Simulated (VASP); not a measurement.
Au: single point with PBEsol

Au:

```
Au
1.0
     2.90000    0.00000    0.00000
    -1.45000    2.51147    0.00000
     0.00000    0.00000    4.88000
Au
2
Direct
  0.33333 0.66667 0.75000
  0.66667 0.33333 0.25000
```

```json
{"Program": "VASP 6.6.1", "Task": "single point", "Functional": "PBEsol", "Potentials or basis": "VASP PAW PBE potentials, release 64 (Au)", "Cutoff": "520 eV", "k mesh": "7 × 7 × 4", "Occupations": "fermi-dirac, width 0.1 eV", "Spin": "no spin polarisation", "Dipole correction": "no", "Further INCAR settings": "ALGO = Normal; EDIFF = 1e-06; NBANDS = 18"}
```

```yaml
Pressure: -7.2 GPa
Band_gap_on_the_k_mesh: zero (band 11 reaches 11.04 eV, above the bottom of band 12 at 6.02 eV)
```

Stress tensor (GPa, compression positive):
```
-6.23  0.00  0.00
 0.00 -6.23  0.00
 0.00  0.00 -9.06
```

Levels at points of the mesh, in eV from the Fermi level:
```csv
k point,band 8,band 9,band 10,band 11,band 12,band 13,band 14,band 15
"(0.00, 0.00, 0.00)",-3.16,-3.16,-1.89,-1.89,-0.78,2.67,14.85,15.87
"(0.00, 0.00, 0.50)",-4.13,-2.32,-2.32,-2.32,-2.32,10.52,10.52,15.13
```

Run time: 7.7 s on 1 thread of Intel(R) Xeon(R) Platinum 8559C (Emerald Rapids), with other jobs on the host, peak memory 0.15 GiB.

Caveat: the PAW data sets were made with another functional, which shifts forces and pressure a little; spin-orbit coupling is left out, which moves the levels of the heavy elements.
